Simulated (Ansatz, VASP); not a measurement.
# Two plane-wave programs on CuF

Contents of POSCAR:

```
CuF
1.0
    2.7625361970      0.0000000000      0.0000000000
   -1.3812680985      2.3924265254      0.0000000000
    0.0000000000      0.0000000000      6.4019833364
Cu F
2 2
Direct
    0.0000000000      0.0000000000      0.0000000000
    0.0000000000      0.0000000000      0.5000000000
    0.3333333333      0.6666666667      0.2500000000
    0.6666666667      0.3333333333      0.7500000000
```

Contents of INCAR.step1:

```
SYSTEM = CuF
  ALGO = Normal
  EDIFF = 1E-5
  ENCUT = 520
  GGA = PE
  ISIF = 2
  ISMEAR = -1
  LASPH = .TRUE.
  LCHARG = .FALSE.
  LREAL = .FALSE.
  LWAVE = .TRUE.
  NBANDS = 26
  NELM = 80
  PREC = Accurate
  SIGMA = 0.02
```

Contents of INCAR.step2:

```
SYSTEM = CuF
  AEXX = 0.05
  ALGO = Normal
  EDIFF = 1E-6
  ENCUT = 520
  GGA = PE
  ISIF = 2
  ISMEAR = -1
  ISTART = 1
  LASPH = .TRUE.
  LCHARG = .FALSE.
  LHFCALC = .TRUE.
  LREAL = .FALSE.
  LWAVE = .FALSE.
  NBANDS = 26
  NELM = 80
  PREC = Accurate
  PRECFOCK = Normal
  SIGMA = 0.02
```

Contents of KPOINTS:

```
k-points
0
G
  6 6 2
  0 0 0
```

Input for Ansatz:

```yaml
crystal:
  lattice:
    - [2.762536197, 0.0, 0.0]
    - [-1.3812680985, 2.3924265254, 0.0]
    - [0.0, 0.0, 6.4019833364]
  atoms:
    - { symbol: Cu, position: [0.0, 0.0, 0.0] }
    - { symbol: Cu, position: [0.0, 0.0, 0.5] }
    - { symbol: F, position: [0.3333333333, 0.6666666667, 0.25] }
    - { symbol: F, position: [0.6666666667, 0.3333333333, 0.75] }
kpoints:
  mp_grid: { grid: [6, 6, 2] }
hamiltonian:
  xc: { exchange: pbe, correlation: pbe, exx: { coeff: 0.05 } }
scf:
  occupations: { method: fermi_dirac, width: 0.02 }
  n_extra_bands: 5
output:
  forces: true
  stress: true
  eigenvalues: true
```

Alike in both runs: task single point; functional PBE-based global hybrid; k mesh 6 × 6 × 2; occupations fermi-dirac, width 0.02 eV; no spin polarisation.

|  | VASP | Ansatz |
| --- | --- | --- |
| version | VASP 6.6.1 | Ansatz 0.2.0 |
| potentials or method | VASP PAW PBE potentials, release 64 (Cu, F) | plane waves |
| plane-wave cutoff (eV) | 520 | 420 |
| valence electrons in the cell | 36 | 52 |

Ansatz gave:

- pressure (GPa): 5.4
- traceless stress, the component that is largest in VASP (GPa): 1.04

Problem. What did VASP give for the same quantities?

Solution. Pressure (GPa): 5.1; traceless stress, the component that is largest in VASP (GPa): 1.20.

VASP's potentials were made for PBE, not for PBE-based global hybrid. VASP's potentials hold 36 valence electrons a cell and Ansatz's 52, so a difference there can come from the potentials and not from the codes. Ansatz's warnings: filled band counts differ across k points, stress exchange threshold loose, stress scf threshold loose.

The k mesh is coarse, so the values compare programs but aren't converged.
